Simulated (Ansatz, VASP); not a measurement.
**C: VASP beside Ansatz**

```
CELL_PARAMETERS angstrom
2.51802 0.00000 0.00000
-1.25901 2.18067 0.00000
0.00000 0.00000 8.30459
ATOMIC_POSITIONS crystal
C 0.00000 0.00000 0.09297
C 0.00000 0.00000 0.59297
C 0.00000 0.00000 0.40703
C 0.00000 0.00000 0.90703
C 0.33333 0.66667 0.15553
C 0.66667 0.33333 0.65553
C 0.33333 0.66667 0.34447
C 0.66667 0.33333 0.84447
```

Alike in both runs: functional PBE; k mesh 12 × 12 × 4; occupations gaussian, width 0.02 eV; no spin polarisation.

Ansatz relaxed the structure, and its values are those at the end. VASP's run is a single point on that final structure, the one shown.

|  | VASP | Ansatz |
| --- | --- | --- |
| version | VASP 6.6.1 | Ansatz 0.2.0 |
| potentials or method | VASP PAW PBE potentials, release 64 (C), cutoff 520 eV | scalar-relativistic, plane waves, PAW |
| valence electrons in the cell | 32 | 32 |

|  | VASP | Ansatz | Ansatz less VASP |
| --- | --- | --- | --- |
| gap on the k mesh at the Fermi level (eV) | 4.53 | 4.54 | +0.009 |
| least direct gap on the mesh (eV) | 5.29 | 5.30 | +0.007 |
| pressure (GPa) | 0.7 | 0.0 | -0.65 |
